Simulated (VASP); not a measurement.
# CaVAgO4 (Pnma) in VASP: electric field gradients with PBE

Aim: the electric field gradients of CaVAgO4 with PBE.

Everything below comes from runs of VASP 6.6.1. Logs are shortened: lines on timing, memory, paths and dates and some standing lists are left out, and cuts for length are marked.

## 1. The cell of the first run

The structure is orthorhombic, space group Pnma (No. 62). The conventional cell has a = 7.033 Å, b = 5.867 Å, c = 9.386 Å, α = 90.00°, β = 90.00°, γ = 90.00°. Ca (site symmetry m) has 6 O at 2.36 to 2.41 Å within 3.1 Å. V (site symmetry m) has 4 O at 1.68 to 1.73 Å within 2.2 Å. Ag (site symmetry m) has 4 O at 2.28 to 2.58 Å within 3.0 Å. O (site symmetry m) has 1 V at 1.69 Å within 2.2 Å. O (site symmetry 1) has 1 V at 1.73 Å within 2.3 Å. Within 2.2 Å of O (site symmetry m) lie 1 V at 1.68 Å.

## 2. Electric field gradients, PBE

File INCAR:

```
ALGO = Normal ; EDIFF = 1E-8
ENCUT = 520 ; GGA = PE
ISIF = 2 ; ISMEAR = -1
LASPH = T ; LCHARG = F
LEFG = T ; LREAL = Auto
LWAVE = F ; NBANDS = 136
NELM = 100 ; PREC = Accurate
SIGMA = 0.02
```

File KPOINTS:

```
k-points
0
Gamma
  3 4 3
```

File POSCAR:

```
CaVAgO4
1.0
    7.0325500000      0.0000000000      0.0000000000
    0.0000000000      5.8668400000      0.0000000000
    0.0000000000      0.0000000000      9.3856000000
Ca V Ag O
4 4 4 16
Direct
    0.9997000000      0.2500000000      0.7256000000
    0.5003000000      0.7500000000      0.2256000000
    0.4997000000      0.2500000000      0.7744000000
    0.0003000000      0.7500000000      0.2744000000
    0.2361000000      0.2500000000      0.3986000000
    0.2639000000      0.7500000000      0.8986000000
    0.7361000000      0.2500000000      0.1014000000
    0.7639000000      0.7500000000      0.6014000000
    0.1962300000      0.2500000000      0.0680100000
    0.3037700000      0.7500000000      0.5680100000
    0.6962300000      0.2500000000      0.4319900000
    0.8037700000      0.7500000000      0.9319900000
    0.5179000000      0.2500000000      0.0258000000
    0.9821000000      0.7500000000      0.5258000000
    0.0179000000      0.2500000000      0.4742000000
    0.4821000000      0.7500000000      0.9742000000
    0.2401000000      0.5094000000      0.7935000000
    0.2599000000      0.4906000000      0.2935000000
    0.7401000000      0.9906000000      0.7065000000
    0.7599000000      0.0094000000      0.2065000000
    0.7599000000      0.4906000000      0.2065000000
    0.7401000000      0.5094000000      0.7065000000
    0.2599000000      0.0094000000      0.2935000000
    0.2401000000      0.9906000000      0.7935000000
    0.3998000000      0.2500000000      0.5292000000
    0.1002000000      0.7500000000      0.0292000000
    0.8998000000      0.2500000000      0.9708000000
    0.6002000000      0.7500000000      0.4708000000
```

Potentials or basis: VASP PAW PBE potentials, release 64 (Ca_sv, V_sv, Ag, O).

Command:

```bash
> cat potpaw_PBE.64/Ca_sv/POTCAR potpaw_PBE.64/V_sv/POTCAR potpaw_PBE.64/Ag/POTCAR potpaw_PBE.64/O/POTCAR > POTCAR
> mpirun -np 1 vasp_std > vasp.out
```

OUTCAR:

```text
EDIFF = 1E-8
   ENCUT = 520
   GGA = PE
   ISIF = 2
   ISMEAR = -1
   LASPH = T
   LREAL = Auto
   NELM = 100
   PREC = Accurate

 ion  position               nearest neighbor table
   1  1.000  0.250  0.726-  17 2.36  24 2.36  15 2.36  22 2.38  19 2.38  27 2.41
   2  0.500  0.750  0.226-  18 2.36  23 2.36  16 2.36  21 2.38  20 2.38  28 2.41
   3  0.500  0.250  0.774-  19 2.36  22 2.36  13 2.36  17 2.38  24 2.38  25 2.41
   4  0.000  0.750  0.274-  20 2.36  21 2.36  14 2.36  18 2.38  23 2.38  26 2.41
   5  0.236  0.250  0.399-  25 1.68  15 1.69  23 1.73  18 1.73   9 3.12  11 3.25
   6  0.264  0.750  0.899-  26 1.68  16 1.69  24 1.73  17 1.73  10 3.12  12 3.25
   7  0.736  0.250  0.101-  27 1.68  13 1.69  21 1.73  20 1.73  11 3.12   9 3.25
   8  0.764  0.750  0.601-  28 1.68  14 1.69  22 1.73  19 1.73  12 3.12  10 3.25
   9  0.196  0.250  0.068-  27 2.28  13 2.30  23 2.58  18 2.58   5 3.12   7 3.25
  10  0.304  0.750  0.568-  28 2.28  14 2.30  24 2.58  17 2.58   6 3.12   8 3.25
  11  0.696  0.250  0.432-  25 2.28  15 2.30  21 2.58  20 2.58   7 3.12   5 3.25
  12  0.804  0.750  0.932-  26 2.28  16 2.30  22 2.58  19 2.58   8 3.12   6 3.25
  13  0.518  0.250  0.026-   7 1.69   9 2.30   3 2.36
  14  0.982  0.750  0.526-   8 1.69  10 2.30   4 2.36
  15  0.018  0.250  0.474-   5 1.69  11 2.30   1 2.36
  16  0.482  0.750  0.974-   6 1.69  12 2.30   2 2.36
  17  0.240  0.509  0.794-   6 1.73   1 2.36   3 2.38  10 2.58
  18  0.260  0.491  0.294-   5 1.73   2 2.36   4 2.38   9 2.58
  19  0.740  0.991  0.706-   8 1.73   3 2.36   1 2.38  12 2.58
  20  0.760  0.009  0.206-   7 1.73   4 2.36   2 2.38  11 2.58
  21  0.760  0.491  0.206-   7 1.73   4 2.36   2 2.38  11 2.58
  22  0.740  0.509  0.706-   8 1.73   3 2.36   1 2.38  12 2.58
  23  0.260  0.009  0.294-   5 1.73   2 2.36   4 2.38   9 2.58
  24  0.240  0.991  0.794-   6 1.73   1 2.36   3 2.38  10 2.58
  25  0.400  0.250  0.529-   5 1.68  11 2.28   3 2.41
  26  0.100  0.750  0.029-   6 1.68  12 2.28   4 2.41
  27  0.900  0.250  0.971-   7 1.68   9 2.28   1 2.41
  28  0.600  0.750  0.471-   8 1.68  10 2.28   2 2.41

  LATTYP: Found a simple orthorhombic cell.
 ALAT       =     5.8668400000
 B/A-ratio  =     1.1986946977
 C/A-ratio  =     1.5997709159

  Lattice vectors:

 A1 = (   0.0000000000,  -5.8668400000,   0.0000000000)
 A2 = (   7.0325500000,   0.0000000000,   0.0000000000)
 A3 = (   0.0000000000,   0.0000000000,   9.3856000000)

Analysis of symmetry for initial positions (statically):
[... 1798 lines left out ...]
  --------------------------------------------------------------------------------------
  -------------------------------------------------------------------------------------
  Total       10.0630875     11.5660022     12.7725636     -0.0000000      0.0000000      0.0000000
  in kB       41.6353978     47.8536137     52.8456863     -0.0000000      0.0000000      0.0000000
  external PRESSURE =      47.4448993 kB  Pullay stress =       0.0000000 kB

 VOLUME and BASIS-vectors are now :
 -----------------------------------------------------------------------------
  energy-cutoff  :      520.00
  volume of cell :      387.24
      direct lattice vectors                 reciprocal lattice vectors
     7.032550000  0.000000000  0.000000000     0.142195932  0.000000000  0.000000000
     0.000000000  5.866840000  0.000000000     0.000000000  0.170449509  0.000000000
     0.000000000  0.000000000  9.385600000     0.000000000  0.000000000  0.106546198

 POSITION                                       TOTAL-FORCE (eV/Angst)
 -----------------------------------------------------------------------------------
      7.03044      1.46671      6.81019        -0.024454      0.000000      0.030129
      3.51838      4.40013      2.11739         0.024454      0.000000      0.030129
      3.51417      1.46671      7.26821        -0.024454      0.000000     -0.030129
      0.00211      4.40013      2.57541         0.024454      0.000000     -0.030129
      1.66039      1.46671      3.74110        -0.535030      0.000000     -0.612794
      1.85589      4.40013      8.43390         0.535030      0.000000     -0.612794
[... 20 lines left out ...]
      6.32789      1.46671      9.11154         1.098447      0.000000     -1.071516
      4.22094      4.40013      4.41874        -1.098447      0.000000     -1.071516
 -----------------------------------------------------------------------------------
    total drift:                               -0.000000      0.000000     -0.000000

  FREE ENERGIE OF THE ION-ELECTRON SYSTEM (eV)
  ---------------------------------------------------
  free  energy   TOTEN  =      -195.6169069274 eV

  energy  without entropy=     -195.6169069274  energy(sigma->0) =     -195.61690693

 Electric field gradients (V/A^2)
---------------------------------------------------------------------
 ion       V_xx      V_yy      V_zz      V_xy      V_xz      V_yz
---------------------------------------------------------------------
   1     -11.278    11.757    -0.480    -0.000   -11.304     0.000
   2     -11.278    11.757    -0.480    -0.000    11.304     0.000
   3     -11.278    11.757    -0.480     0.000    11.304    -0.000
   4     -11.278    11.757    -0.480     0.000   -11.304    -0.000
   5      -0.600    -0.001     0.601     0.000    -7.086     0.000
   6      -0.600    -0.001     0.601    -0.000     7.086     0.000
[... 20 lines left out ...]
  27      23.994   -15.836    -8.158    -0.000    11.216     0.000
  28      23.994   -15.836    -8.158     0.000   -11.216    -0.000
---------------------------------------------------------------------

 Electric field gradients after diagonalization (V/A^2)
 (convention: |V_zz| > |V_xx| > |V_yy|)
----------------------------------------------------------------------
 ion       V_xx      V_yy      V_zz     asymmetry (V_yy - V_xx)/ V_zz
----------------------------------------------------------------------
   1      11.757     6.649   -18.406       0.278
   2      11.757     6.649   -18.406       0.278
   3      11.757     6.649   -18.406       0.278
   4      11.757     6.649   -18.406       0.278
   5      -7.111    -0.001     7.112       1.000
   6      -7.111    -0.001     7.112       1.000
[... 20 lines left out ...]
  27     -15.836   -11.685    27.520       0.151
  28     -15.836   -11.685    27.520       0.151
----------------------------------------------------------------------

           NMR quadrupolar parameters

 Cq : quadrupolar parameter    Cq=e*Q*V_zz/h
 eta: asymmetry parameters     (V_yy - V_xx)/ V_zz
 Q  : nuclear electric quadrupole moment in mb (millibarn)
----------------------------------------------------------------------
 ion       Cq(MHz)       eta       Q (mb)
----------------------------------------------------------------------
   1      -0.045       0.278       1.000
   2      -0.045       0.278       1.000
   3      -0.045       0.278       1.000
   4      -0.045       0.278       1.000
   5       0.017       1.000       1.000
   6       0.017       1.000       1.000
[... 20 lines left out ...]
  27       0.067       0.151       1.000
  28       0.067       0.151       1.000
----------------------------------------------------------------------
```

stdout:

```text
POSCAR found type information on POSCAR CaV AgO
 POSCAR found :  4 types and      28 ions
 scaLAPACK will be used
 LDA part: xc-table for (Slater+PW92), standard interpolation
 POSCAR, INCAR and KPOINTS ok, starting setup
 FFT: planning ... GRIDC
 FFT: planning ... GRID_SOFT
 FFT: planning ... GRID
 WAVECAR not read
 entering main loop
ion   1

ion   2

ion   3

ion   4

ion   5

ion   6

ion   7

ion   8

ion   9

ion  10

ion  11

ion  12

ion  13

ion  14

ion  15

ion  16
[... 73 lines left out ...]
     0.0000293     3.8142053     4.1364136    -8.9824619    -2.2483932     9.5136953
     0.0000403     3.8142046     4.1364133    -8.9824605    -2.2483929     9.5136935
     0.0000555     3.8142034     4.1364127    -8.9824581    -2.2483923     9.5136905
     0.0000765     3.8142015     4.1364117    -8.9824541    -2.2483914     9.5136855

ion  24
     0.0000293     1.1210760    -2.6962880    -3.4834760     1.0009364     2.5986491
     0.0000403     1.1210759    -2.6962880    -3.4834760     1.0009364     2.5986491
     0.0000555     1.1210759    -2.6962880    -3.4834760     1.0009364     2.5986490
     0.0000765     1.1210759    -2.6962880    -3.4834759     1.0009364     2.5986489

     0.0000293     3.8142053    -4.1364136    -8.9824619     2.2483932     9.5136953
     0.0000403     3.8142046    -4.1364133    -8.9824605     2.2483929     9.5136935
     0.0000555     3.8142034    -4.1364127    -8.9824581     2.2483923     9.5136905
     0.0000765     3.8142015    -4.1364117    -8.9824541     2.2483914     9.5136855

ion  25

ion  26

ion  27

ion  28
```

Run time: 29 min. Hardware: 1 thread of Intel Xeon Platinum 8259CL at 2.50GHz (Skylake/Cascade Lake), shared host; peak memory 0.69 GiB.

What came out:

| Quantity | Value |
| --- | --- |
| Free energy | -195.6169 eV |
| Pressure | 4.7 GPa |
| Largest force | 1.535 eV/Å |
| Band gap on the k mesh | 2.40 eV, indirect (least direct gap 2.60 eV) |

Forces on the atoms (eV/Å):
```
Ca  -0.024  0.000  0.030
Ca   0.024  0.000  0.030
Ca  -0.024  0.000 -0.030
Ca   0.024  0.000 -0.030
V   -0.535  0.000 -0.613
V    0.535  0.000 -0.613
V   -0.535  0.000  0.613
V    0.535  0.000  0.613
Ag   0.011  0.000 -0.054
Ag  -0.011  0.000 -0.054
Ag   0.011  0.000  0.054
Ag  -0.011  0.000  0.054
O   -0.605  0.000 -0.319
O    0.605  0.000 -0.319
O   -0.605  0.000  0.319
O    0.605  0.000  0.319
O   -0.063 -0.625 -0.407
O    0.063  0.625 -0.407
O   -0.063  0.625  0.407
O    0.063 -0.625  0.407
O    0.063  0.625  0.407
O   -0.063 -0.625  0.407
O    0.063 -0.625 -0.407
O   -0.063  0.625 -0.407
O    1.098  0.000  1.072
O   -1.098  0.000  1.072
O    1.098  0.000 -1.072
O   -1.098  0.000 -1.072
```

Electric field gradients, principal values (V/Å²):
```tsv
atom	least	middle	greatest (by size)
1 Ca	6.649	11.757	-18.406
2 Ca	6.649	11.757	-18.406
3 Ca	6.649	11.757	-18.406
4 Ca	6.649	11.757	-18.406
5 V	-0.001	-7.111	7.112
6 V	-0.001	-7.111	7.112
7 V	-0.001	-7.111	7.112
8 V	-0.001	-7.111	7.112
9 Ag	26.086	53.747	-79.832
10 Ag	26.086	53.747	-79.832
11 Ag	26.086	53.747	-79.832
12 Ag	26.086	53.747	-79.832
13 O	-13.578	-19.348	32.926
14 O	-13.578	-19.348	32.926
15 O	-13.578	-19.348	32.926
16 O	-13.578	-19.348	32.926
17 O	8.474	10.739	-19.213
18 O	8.474	10.739	-19.213
19 O	8.474	10.739	-19.213
20 O	8.474	10.739	-19.213
21 O	8.474	10.739	-19.213
22 O	8.474	10.739	-19.213
23 O	8.474	10.739	-19.213
24 O	8.474	10.739	-19.213
25 O	-11.685	-15.836	27.520
26 O	-11.685	-15.836	27.520
27 O	-11.685	-15.836	27.520
28 O	-11.685	-15.836	27.520
```

Caveat: without QUAD_EFG the Cq values of the log hold for a quadrupole moment of 1 mb, not for the nuclei; forces of over 1 eV/Å act on the atoms, so gaps and moduli don't describe the material at rest. A k mesh can miss the band edges.
